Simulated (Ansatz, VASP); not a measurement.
Nb2Si2O: VASP beside Ansatz

File INCAR:

```
ALGO = Normal
EDIFF = 1E-6
ENCUT = 520
GGA = PE
ISIF = 2
ISMEAR = 0
LASPH = True
LCHARG = False
LREAL = False
LWAVE = False
NBANDS = 28
NELM = 100
PREC = Accurate
SIGMA = 0.1
```

KPOINTS

```
k-points
0
Gamma
  4 4 4
```

The input POSCAR:

```
Nb2Si2O
1.0
    4.4400000200      0.0000000000      0.0000000000
    0.0000000000      4.4400000200      0.0000000000
    0.0000000000      0.0000000000      5.9100642900
Nb Si O
2 2 1
Direct
    0.0000000000      0.5000000000      0.5000000000
    0.5000000000      0.0000000000      0.5000000000
    0.0000000000      0.0000000000      0.0000000000
    0.0000000000      0.0000000000      0.5000000000
    0.5000000000      0.5000000000      0.5000000000
```

Input for Ansatz:

```yaml
crystal:
  lattice:
    - [4.44000002, 0.0, 0.0]
    - [0.0, 4.44000002, 0.0]
    - [0.0, 0.0, 5.91006429]
  atoms:
    - { symbol: Nb, position: [0.0, 0.5, 0.5] }
    - { symbol: Nb, position: [0.5, 0.0, 0.5] }
    - { symbol: Si, position: [0.0, 0.0, 0.0] }
    - { symbol: Si, position: [0.0, 0.0, 0.5] }
    - { symbol: O, position: [0.5, 0.5, 0.5] }
basis:
  ecutwfc: 420
kpoints:
  mp_grid: { grid: [4, 4, 4] }
hamiltonian:
  xc: pbe
scf:
  occupations: { method: gaussian, width: 0.1 }
  lower_state_search: "off"
output:
  forces: true
  stress: true
  eigenvalues: true
```

Alike in both runs: task single point; functional PBE; k mesh 4 × 4 × 4; occupations gaussian, width 0.1 eV; no spin polarisation.

|  | VASP | Ansatz |
| --- | --- | --- |
| version | VASP 6.6.1 | Ansatz 0.2.0 |
| potentials or method | VASP PAW PBE potentials, release 64 (Nb_sv, Si, O), cutoff 520 eV | scalar-relativistic, plane waves, PAW |
| valence electrons in the cell | 40 | 40 |

```tsv
	VASP	Ansatz	Ansatz less VASP
gap on the k mesh at the Fermi level (eV)	none	none	-
pressure (GPa)	3.9	4.1	+0.16
traceless stress, the component that is largest in VASP (GPa)	-16.38	-16.48	-0.102
```

A gap of «none» marks a metal or a gap that the smearing closes. With one functional, cell and mesh, what is left measures potentials, basis and numerics.
